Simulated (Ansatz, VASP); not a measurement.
One calculation of Sb, two programs

Contents of INCAR:

```
SYSTEM = Sb
PREC = Accurate
ENCUT = 520
EDIFF = 1E-6
ISMEAR = -1
SIGMA = 0.05
LREAL = .FALSE.
LASPH = .TRUE.
NELM = 80
ALGO = Normal
ISIF = 2
LWAVE = .FALSE.
LCHARG = .TRUE.
GGA = PE
ALDAC = 0.0
AGGAC = 0.0
LELF = .TRUE.
LVHAR = .TRUE.
NBANDS = 12
```

The input KPOINTS:

```
Automatic mesh
0
G
  8 8 8
  0 0 0
```

POSCAR

```
Sb
1.0
    2.1684666409      1.2519647989      3.7828881425
   -2.1684666409      1.2519647989      3.7828881425
    0.0000000000     -2.5039295978      3.7828881425
Sb
2
Direct
    0.7665100000      0.7665100000      0.7665100000
    0.2334900000      0.2334900000      0.2334900000
```

input.yaml

```yaml
crystal:
  lattice:
    - [2.1684666409, 1.2519647989, 3.7828881425]
    - [-2.1684666409, 1.2519647989, 3.7828881425]
    - [0.0, -2.5039295978, 3.7828881425]
  atoms:
    - { symbol: Sb, position: [0.76651, 0.76651, 0.76651] }
    - { symbol: Sb, position: [0.23349, 0.23349, 0.23349] }
hamiltonian:
  xc: { exchange: pbe, correlation: none }
  pseudopotentials: { kind: paw }
kpoints:
  mp_grid: { grid: [8, 8, 8] }
scf:
  occupations: { method: fermi_dirac, width: 0.05 }
output:
  forces: true
  stress: true
  eigenvalues: true
  write_density: true
  write_potential: true
  elf: true
  volumetric_format: npy
```

Alike in both runs: task single point; functional PBE exchange alone; k mesh 8 × 8 × 8; occupations fermi-dirac, width 0.05 eV; no spin polarisation.

```csv
,VASP,Ansatz
version,VASP 6.6.1,Ansatz 0.2.0
potentials or method,"VASP PAW PBE potentials, release 64 (Sb)",Ansatz PAW
plane-wave cutoff (eV),520,420
valence electrons in the cell,10,30
```

```tsv
	VASP	Ansatz	Ansatz less VASP
gap on the k mesh at the Fermi level (eV)	none	none	-
pressure (GPa)	11.1	10.9	-0.23
traceless stress, the component that is largest in VASP (GPa)	-0.31	-0.24	+0.073
rms of the force components (eV/Å)	0.146	0.114	-0.0323
```

VASP's potentials were made for PBE, not for PBE exchange alone. Atom by atom the forces differ by 0.032 eV/Å (rms over components). A gap of «none» marks a metal or a gap that the smearing closes. With one functional, cell and mesh, what is left measures potentials, basis and numerics. VASP's potentials hold 10 valence electrons a cell and Ansatz's 30, so a difference there can come from the potentials and not from the codes.

Neither program's run includes spin-orbit coupling.
